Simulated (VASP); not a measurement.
# GaN (Fm-3m) in VASP: further runs

GaN is run at these levels: PBE; tasks: relaxation of the atoms.

Everything below comes from runs of VASP 6.6.1. Logs are shortened: lines on timing, memory, paths and dates and some standing lists are left out, and cuts for length are marked.

### Step 1. The cell of the first run

Symmetry: Fm-3m, No. 225, cubic system. Conventional cell: a = 3.985 Å, b = 3.985 Å, c = 3.985 Å, α = 90.00°, β = 90.00°, γ = 90.00°. Within 2.6 Å of Ga (site symmetry m-3m) lie 6 N at 1.99 Å. N (site symmetry m-3m) has 6 Ga at 1.99 Å within 2.6 Å.

### Step 2. Relaxation of the atoms, PBE

Contents of INCAR:

```
PREC     = Accurate       # precision mode
ENCUT    = 520            # plane-wave cutoff, eV
EDIFF    = 1E-7           # SCF threshold, eV
ISMEAR   = -1             # smearing method
SIGMA    = 0.02           # smearing width, eV
LREAL    = F              # projectors in reciprocal space
LASPH    = T              # aspherical terms in the spheres
NELM     = 120            # most SCF steps
ALGO     = Normal         # electronic algorithm
ISIF     = 2              # what is computed and relaxed
LWAVE    = F              # write WAVECAR
LCHARG   = F              # write CHGCAR
GGA      = PE             # functional
IBRION   = 2              # ionic algorithm
NSW      = 80             # ionic steps
EDIFFG   = -0.02          # ionic threshold
GGA_COMPAT= F            
NELMIN   = 4
```

Contents of KPOINTS:

```
regular mesh
0
Gamma
  12 12 12
```

Contents of POSCAR:

```
GaN
1.0
    0.0000000000      1.9925000000      1.9925000000
    1.9925000000      0.0000000000      1.9925000000
    1.9925000000      1.9925000000      0.0000000000
Ga N
1 1
Direct
    0.5000000000      0.5000000000      0.5000000000
    0.0000000000      0.0000000000      0.0000000000
```

Potentials or basis: VASP PAW PBE potentials, release 64 (Ga_d, N).

Command:

```
$ cat potpaw_PBE.64/Ga_d/POTCAR potpaw_PBE.64/N/POTCAR > POTCAR
$ mpirun -np 1 vasp_std > vasp.out
```

OUTCAR:

```text
PREC = Accurate
   ENCUT = 520
   EDIFF = 1E-7
   ISMEAR = -1
   LREAL = F
   LASPH = T
   NELM = 120
   ISIF = 2
   GGA = PE
   IBRION = 2
   NSW = 80
   EDIFFG = -0.02
   NELMIN = 4

 ion  position               nearest neighbor table
   1  0.500  0.500  0.500-   2 1.99   2 1.99   2 1.99   2 1.99   2 1.99   2 1.99
   2  0.000  0.000  0.000-   1 1.99   1 1.99   1 1.99   1 1.99   1 1.99   1 1.99

  LATTYP: Found a face centered cubic cell.
 ALAT       =     3.9850000000

  Lattice vectors:

 A1 = (   0.0000000000,   1.9925000000,   1.9925000000)
 A2 = (   1.9925000000,   0.0000000000,   1.9925000000)
 A3 = (   1.9925000000,   1.9925000000,   0.0000000000)

Analysis of symmetry for initial positions (statically):
=====================================================================
 Subroutine PRICEL returns:
 Original cell was already a primitive cell.

 Routine SETGRP: Setting up the symmetry group for a
 face centered cubic supercell.

 Subroutine GETGRP returns: Found 48 space group operations
 (whereof 48 operations were pure point group operations)
 out of a pool of 48 trial point group operations.

The static configuration has the point symmetry O_h .

Analysis of symmetry for dynamics (positions and initial velocities):
=====================================================================
 Subroutine PRICEL returns:
 Original cell was already a primitive cell.

 Routine SETGRP: Setting up the symmetry group for a
 face centered cubic supercell.

 Subroutine GETGRP returns: Found 48 space group operations
 (whereof 48 operations were pure point group operations)
 out of a pool of 48 trial point group operations.

The dynamic configuration has the point symmetry O_h .

 Subroutine INISYM returns: Found 48 space group operations
 (whereof 48 operations are pure point group operations),
 and found     1 'primitive' translations

----------------------------------------------------------------------------------------

                                     Primitive cell

  volume of cell :      15.8207

  direct lattice vectors                    reciprocal lattice vectors
     0.000000000  1.992500000  1.992500000    -0.250941029  0.250941029  0.250941029
     1.992500000  0.000000000  1.992500000     0.250941029 -0.250941029  0.250941029
     1.992500000  1.992500000  0.000000000     0.250941029  0.250941029 -0.250941029

  length of vectors
     2.817820523  2.817820523  2.817820523     0.434642612  0.434642612  0.434642612

  position of ions in fractional coordinates (direct lattice)
     0.500000000  0.500000000  0.500000000
     0.000000000  0.000000000  0.000000000

  ion indices of the primitive-cell ions
   primitive index   ion index
                 1           1
                 2           2

----------------------------------------------------------------------------------------

 KPOINTS: regular mesh

Automatic generation of k-mesh.
 Grid dimensions read from file:
 generate k-points for:   12   12   12

 Generating k-lattice:

  Cartesian coordinates                     Fractional coordinates (reciprocal lattice)
    -0.020911752  0.020911752  0.020911752     0.083333333  0.000000000  0.000000000
     0.020911752 -0.020911752  0.020911752     0.000000000  0.083333333  0.000000000
     0.020911752  0.020911752 -0.020911752     0.000000000  0.000000000  0.083333333

  Length of vectors
     0.036220218  0.036220218  0.036220218

  Shift w.r.t. Gamma in fractional coordinates (k-lattice)
     0.000000000  0.000000000  0.000000000

 Subroutine IBZKPT returns following result:
 ===========================================

 Found     72 irreducible k-points:

 Following reciprocal coordinates:
            Coordinates               Weight
  0.000000  0.000000  0.000000      1.000000
  0.083333  0.000000  0.000000      8.000000
  0.166667  0.000000  0.000000      8.000000
  0.250000  0.000000  0.000000      8.000000
  0.333333  0.000000  0.000000      8.000000
  0.416667  0.000000  0.000000      8.000000
[... 16 lines left out ...]
  0.500000  0.166667  0.000000     24.000000
 -0.416667  0.166667  0.000000     24.000000
 [... further k-points ...]
   k-points           NKPTS =     72   k-points in BZ     NKDIM =     72   number of bands    NBANDS=     13
   number of dos      NEDOS =    301   number of ions     NIONS =      2
   total plane-waves  NPLWV =  13824
   dimension x,y,z NGX =    24 NGY =   24 NGZ =   24
   dimension x,y,z NGXF=    48 NGYF=   48 NGZF=   48
   ions per type =               1   1
   NGX,Y,Z   is equivalent  to a cutoff of  14.16, 14.16, 14.16 a.u.
   NGXF,Y,Z  is equivalent  to a cutoff of  28.32, 28.32, 28.32 a.u.
 SYSTEM =  unknown system
   PREC   = accura    normal or accurate (medium, high low for compatibility)
   ISTART =      0    job   : 0-new  1-cont  2-samecut
   ICHARG =      2    charge: 1-file 2-atom 10-const
   ISPIN  =      1    spin polarized calculation?
   LNONCOLLINEAR =      F non collinear calculations
   LSORBIT =      F    spin-orbit coupling
   LASPH  =      T    aspherical Exc in radial PAW
   ENCUT  =  520.0 eV  38.22 Ry    6.18 a.u.   5.24  5.24  5.24*2*pi/ulx,y,z
   NELM   =    120;   NELMIN=  4; NELMDL= -5     # of ELM steps
   EDIFF  = 0.1E-06   stopping-criterion for ELM
   LREAL  =      F    real-space projection
   EDIFFG = -.2E-01   stopping-criterion for IOM
   NSW    =     80    number of steps for IOM
   IBRION =      2    ionic relax: 0-MD 1-quasi-New 2-CG
   NFREE  =      1    steps in history (QN), initial steepest desc. (CG)
   ISIF   =      2    stress and relaxation
   ISYM   =      2    0-nonsym 1-usesym 2-fastsym
   POTIM  = 0.5000    time-step for ionic-motion
   TEBEG  =    0.0;   TEEND  =   0.0 temperature during run
   PSTRESS=    0.0 pullay stress
   NELECT =      18.0000    total number of electrons
   NUPDOWN=      -1.0000    fix difference up-down
   EMIN   =  10.00;   EMAX   =-10.00  energy-range for DOS
   EFERMI =   0.00;   METHOD = LEGACY
   ISMEAR =    -1;   SIGMA  =   0.02  broadening in eV -4-tet -1-fermi 0-gaus
   EFERMI_NEDOS =   21; number of points for ismear=-14 and -15
   IALGO  =     38    algorithm
   IMIX   =      4    mixing-type and parameters
     AMIX     =   0.40;   BMIX     =  1.00
     AMIX_MAG =   1.60;   BMIX_MAG =  1.00
  volume/ion in A,a.u.               =       7.91        53.38
  Fermi-wavevector in a.u.,A,eV,Ry     =   1.709060  3.229655 39.741073  2.920886
  Thomas-Fermi vector in A             =   2.787614
   LORBIT       =      0    0 simple, 1 ext, 2 COOP (PROOUT), +10 PAW based schemes
   GGA     = PE    functional components
   LHFCALC =     F    Hartree Fock is set to
   AEXX    =    0.0000 exact exchange contribution
   IVDW    =     0    specifies the selected vdW correction
   LEPSILON=     F    determine dielectric tensor
   LRPA    =     F    only Hartree local field effects (RPA)
 conjugate gradient relaxation of ions
 non-spin polarized calculation
  energy-cutoff  :      520.00
  volume of cell :       15.82
 maximum number of plane-waves:       444
 NGX is ok and might be reduce to    24
   NGX = 11   NGY = 11   NGZ = 11

 number of electron      17.9999999 magnetization

 Free energy of the ion-electron system (eV)
  ---------------------------------------------------
  ext. energy  EPLUGINS =         0.00000000
  ---------------------------------------------------
  free energy    TOTEN  =       -10.53598337 eV

  energy without entropy =      -10.53598337  energy(sigma->0) =      -10.53598337

 E-fermi :  10.7537     XC(G=0): -14.1206

 val. band max:       10.3051564716   @ k =  -0.1667   0.1667   0.0000
 cond. band min:      12.1124586977   @ k =   0.5000   0.5000   0.0000
 fundamental gap:      1.8073022261
 Fermi energy:        10.7536647832

 k-point     1 :       0.0000    0.0000    0.0000
  band No.  band energies     occupation
      1      -8.9406      2.00000
      2      -3.6887      2.00000
      3      -3.6887      2.00000
      4      -3.6887      2.00000
      5      -3.5393      2.00000
      6      -3.5393      2.00000
      7       9.5550      2.00000
      8       9.5550      2.00000
      9       9.5550      2.00000
     10      14.7643      0.00000
     11      26.1194      0.00000
     12      26.1194      0.00000
     13      26.1194      0.00000

 k-point     2 :       0.0833    0.0000    0.0000
  band No.  band energies     occupation
      1      -8.7796      2.00000
      2      -3.7012      2.00000
      3      -3.6775      2.00000
      4      -3.6775      2.00000
      5      -3.5577      2.00000
      6      -3.5577      2.00000
      7       8.7870      2.00000
      8       9.5867      2.00000
      9       9.5867      2.00000
     10      15.3385      0.00000
     11      23.9679      0.00000
     12      25.8897      0.00000
     13      25.8897      0.00000

 k-point     3 :       0.1667    0.0000    0.0000
  band No.  band energies     occupation
      1      -8.3052      2.00000
      2      -3.7372      2.00000
      3      -3.6966      2.00000
      4      -3.6966      2.00000
      5      -3.5570      2.00000
      6      -3.5570      2.00000
      7       7.1035      2.00000
      8       9.6789      2.00000
      9       9.6789      2.00000
     10      16.3376      0.00000
     11      22.0765      0.00000
     12      24.6484      0.00000
     13      24.6484      0.00000
[... 305 lines left out ...]
 k-point    23 :       0.5000    0.1667    0.0000
  band No.  band energies     occupation
      1      -5.6603      2.00000
      2      -4.0208      2.00000
      3      -3.8429      2.00000
      4      -3.6804      2.00000
      5      -3.3075      2.00000
      6      -2.7962      2.00000
      7       1.8352      2.00000
      8       7.9910      2.00000
      9       9.0342      2.00000
     10      16.8371      0.00000
     11      18.7604      0.00000
     12      22.3018      0.00000
     13      22.7909      0.00000

 k-point    24 :      -0.4167    0.1667    0.0000
  band No.  band energies     occupation
      1      -5.5090      2.00000
      2      -4.0601      2.00000
      3      -3.8924      2.00000
      4      -3.6794      2.00000
      5      -3.3396      2.00000
      6      -2.7164      2.00000
      7       1.6596      2.00000
      8       7.5333      2.00000
      9       9.5007      2.00000
     10      17.0254      0.00000
     11      18.8799      0.00000
     12      21.7648      0.00000
     13      22.8163      0.00000

 [... further k-points ...]
[... 5 lines left out ...]
  --------------------------------------------------------------------------------------
  -------------------------------------------------------------------------------------
  Total        6.9403506      6.9403506      6.9403506     -0.0000000     -0.0000000      0.0000000
  in kB      702.8570506    702.8570506    702.8570506     -0.0000000     -0.0000000      0.0000000
  external PRESSURE =     702.8570506 kB  Pullay stress =       0.0000000 kB

 VOLUME and BASIS-vectors are now :
 -----------------------------------------------------------------------------
  energy-cutoff  :      520.00
  volume of cell :       15.82
      direct lattice vectors                 reciprocal lattice vectors
     0.000000000  1.992500000  1.992500000    -0.250941029  0.250941029  0.250941029
     1.992500000  0.000000000  1.992500000     0.250941029 -0.250941029  0.250941029
     1.992500000  1.992500000  0.000000000     0.250941029  0.250941029 -0.250941029

 POSITION                                       TOTAL-FORCE (eV/Angst)
 -----------------------------------------------------------------------------------
      1.99250      1.99250      1.99250        -0.000000     -0.000000      0.000000
      0.00000      0.00000      0.00000         0.000000      0.000000      0.000000
 -----------------------------------------------------------------------------------
    total drift:                                0.000000     -0.000000      0.000000

  FREE ENERGIE OF THE ION-ELECTRON SYSTEM (eV)
  ---------------------------------------------------
  free  energy   TOTEN  =       -10.5359833654 eV

  energy  without entropy=      -10.5359833654  energy(sigma->0) =      -10.53598337

 reached required accuracy - stopping structural energy minimisation
```

It took 27 s on 1 thread of Intel Xeon 8259CL, shared host; peak memory 0.15 GiB.

What came out:

* Free energy: -10.5360 eV
* Pressure after relaxing: 70.3 GPa
* Band gap on the k mesh: 1.81 eV, indirect (least direct gap 5.21 eV)

Final structure:
```
CELL_PARAMETERS angstrom
0.00000 1.99250 1.99250
1.99250 0.00000 1.99250
1.99250 1.99250 0.00000
ATOMIC_POSITIONS crystal
Ga 0.50000 0.50000 0.50000
N 0.00000 0.00000 0.00000
```

Caveat: the relaxation stopped at its first step, so nothing moved. A k mesh can miss the band edges.

### Step 3. Relaxation of the atoms, PBE

Contents of INCAR:

```
SYSTEM = GaN
  ALGO = Normal
  EDIFF = 1E-6
  EDIFFG = -0.02
  ENCUT = 520
  GGA = PE
  IBRION = 2
  ISIF = 2
  ISMEAR = -1
  LASPH = .TRUE.
  LCHARG = .FALSE.
  LREAL = .FALSE.
  LWAVE = .FALSE.
  NELM = 60
  NSW = 80
  PREC = Accurate
  SIGMA = 0.02
```

Contents of KPOINTS:

```
k-points
0
G
  12 12 12
  0 0 0
```

POSCAR is that of step 2.

Potentials or basis: VASP PAW PBE potentials, release 64 (Ga_d, N).

Command:

```
$ cat potpaw_PBE.64/Ga_d/POTCAR potpaw_PBE.64/N/POTCAR > POTCAR
$ mpirun -np 1 vasp_std > vasp.out
```

Run time: 6.5 s. Hardware: 1 thread of Intel Xeon 6975P-C (Granite Rapids), shared host; peak memory 0.15 GiB.

Results (log left out):

```yaml
Free_energy: -10.5360 eV
Pressure_after_relaxing: 70.2 GPa
Band_gap_on_the_k_mesh: 1.81 eV, indirect (least direct gap 5.21 eV)
```

Final structure:
```
Ga N
1.0
     0.00000    1.99250    1.99250
     1.99250    0.00000    1.99250
     1.99250    1.99250    0.00000
Ga N
1 1
Cartesian
  1.9925 1.9925 1.9925
  0.0000 0.0000 0.0000
```

Levels at points of the mesh, in eV from the valence-band top:
```csv
k point,band 5,band 6,band 7,band 8,band 9,band 10,band 11,band 12,band 13
"(0.00, 0.00, 0.00)",-13.84,-13.84,-0.75,-0.75,-0.75,4.46,15.82,15.82,15.82
"(0.50, 0.00, 0.00)",-13.63,-13.63,-9.15,-0.14,-0.14,5.47,10.15,10.15,11.93
"(0.50, 0.50, 0.00)",-13.54,-10.51,-8.61,-3.77,-3.77,1.81,8.04,13.79,16.95
```

Caveat: the relaxation stopped at its first step, so nothing moved.
